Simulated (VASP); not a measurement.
Set up this calculation in VASP 6.6.1, as the native input.

| Property | Result |
| --- | --- |
| Task | single point |
| Functional | PBE-based screened hybrid |
| Potentials or basis | VASP PAW PBE potentials, release 64 (C) |
| Cutoff | 520 eV |
| k mesh | 6 × 6 × 6 |
| Occupations | gaussian, width 0.01 eV |
| Spin | no spin polarisation |
| Dipole correction | no |
| Grid for exact exchange (PRECFOCK) | Normal |
| Share of exact exchange | 0.2 |
| Further INCAR settings | ALGO = Normal; EDIFF = 1e-07; NBANDS = 11 |
| Screening parameter | 0.5 1/Å |

The system is C.

```
C
1.0
     0.00000    1.78012    1.78012
     1.78012    0.00000    1.78012
     1.78012    1.78012    0.00000
C
2
Cartesian
  0.0000 0.0000 0.0000
  0.8901 0.8901 0.8901
```

One way to write it, as run:

POSCAR

```
C
1.0
    0.0000000000      1.7801241411      1.7801241411
    1.7801241411      0.0000000000      1.7801241411
    1.7801241411      1.7801241411      0.0000000000
C
2
Direct
    0.0000000000      0.0000000000      0.0000000000
    0.2500000000      0.2500000000      0.2500000000
```

INCAR.step1

```
PREC = Accurate
ENCUT = 520
EDIFF = 1E-5
ISMEAR = 0
SIGMA = 0.01
LREAL = False
LASPH = True
NELM = 80
ALGO = Normal
ISIF = 2
LWAVE = True
LCHARG = False
GGA = PE
NBANDS = 11
```

INCAR.step2

```
PREC = Accurate
ENCUT = 520
EDIFF = 1E-7
ISMEAR = 0
SIGMA = 0.01
LREAL = False
LASPH = True
NELM = 80
ALGO = Normal
ISIF = 2
LWAVE = False
LCHARG = False
GGA = PE
LHFCALC = True
AEXX = 0.2
HFSCREEN = 0.5
PRECFOCK = Normal
ISTART = 1
NBANDS = 11
```

KPOINTS

```
Automatic mesh
0
Gamma
  6 6 6
```

Potentials or basis: VASP PAW PBE potentials, release 64 (C).

The run is started by

```bash
$ cat potpaw_PBE.64/C/POTCAR > POTCAR
$ cp INCAR.step1 INCAR
$ mpirun -np 1 vasp_std > vasp.out
$ cp INCAR.step2 INCAR
$ mpirun -np 1 vasp_std > vasp.out
```

It gave:

* Pressure: -1.5 GPa
* Band gap on the k mesh: 4.63 eV, indirect (least direct gap 6.24 eV)

Caveat: the k points lie up to 0.51 Å⁻¹ apart; the PAW data sets were made with another functional, which shifts forces and pressure a little.

It took 3.4 min on 1 thread of AMD EPYC 7R43 64-Core Processor (Zen 3), with other jobs on the host, peak memory 0.18 GiB.
